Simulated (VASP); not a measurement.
Set up this calculation in VASP 6.6.1, as the native input.

- Task: single point
- Functional: PBE
- Potentials or basis: VASP PAW PBE potentials, release 64 (Al, N)
- Cutoff: 600 eV
- k mesh: 7 × 7 × 7
- Occupations: gaussian, width 0.01 eV
- Spin: no spin polarisation
- Dipole correction: no
- Further INCAR settings: ALGO = Normal; EDIFF = 1e-06; NBANDS = 11

The structure of AlN lies in POSCAR:

```
AlN
1.0
    0.0000000000      1.9356206702      1.9356206702
    1.9356206702      0.0000000000      1.9356206702
    1.9356206702      1.9356206702      0.0000000000
Al N
1 1
Direct
    0.0000000000      0.0000000000      0.0000000000
    0.5000000000      0.5000000000      0.5000000000
```

One way to write it, as run:

INCAR

```
PREC = Accurate
ENCUT = 600
EDIFF = 1E-6
ISMEAR = 0
SIGMA = 0.01
LREAL = F
LASPH = T
NELM = 120
ALGO = Normal
ISIF = 2
LWAVE = F
LCHARG = F
GGA = PE
NBANDS = 11
GGA_COMPAT = F
```

KPOINTS

```
regular mesh
0
Gamma
  7 7 7
```

Potentials or basis: VASP PAW PBE potentials, release 64 (Al, N).

The run is started by

```bash
$ cat potpaw_PBE.64/Al/POTCAR potpaw_PBE.64/N/POTCAR > POTCAR
$ mpirun -np 1 vasp_std > vasp.out
```

It gave:

```yaml
Pressure: 50.6 GPa
Band_gap_on_the_k_mesh: 5.24 eV, indirect (least direct gap 7.69 eV)
```

Wall time 3.6 s on 1 thread of Intel(R) Xeon(R) Platinum 8559C (Emerald Rapids), on a shared host, peak memory 0.13 GiB.
